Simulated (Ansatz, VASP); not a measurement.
## One calculation of Al2Cu, two programs

```
Al Cu
1.0
    -3.02624    3.02624    2.44144
     3.02624   -3.02624    2.44144
     3.02624    3.02624   -2.44144
Al Cu
4 2
Direct
  0.84131 0.65869 0.50000
  0.65869 0.15869 0.81739
  0.34131 0.84131 0.18261
  0.15869 0.34131 0.50000
  0.25000 0.25000 0.00000
  0.75000 0.75000 0.00000
```

Alike in both runs: functional PBE; k mesh 10 × 10 × 10; occupations gaussian, width 0.1 eV; no spin polarisation.

Ansatz relaxed the structure, and its values are those at the end. VASP's run is a single point on that final structure, the one shown.

```csv
,VASP,Ansatz
version,VASP 6.6.1,Ansatz 0.2.0
potentials or method,"VASP PAW PBE potentials, release 64 (Al, Cu), cutoff 520 eV","scalar-relativistic, plane waves, PAW"
valence electrons in the cell,34,50
```

VASP gave:

| Quantity | Value |
| --- | --- |
| gap on the k mesh at the Fermi level (eV) | none |
| pressure (GPa) | 0.2 |

What did Ansatz give for the same quantities?

gap on the k mesh at the Fermi level (eV): none; pressure (GPa): 0.0.

A gap of «none» marks a metal or a gap that the smearing closes. With one functional, cell and mesh, what is left measures potentials, basis and numerics. VASP's potentials hold 34 valence electrons a cell and Ansatz's 50, so a difference there can come from the potentials and not from the codes.
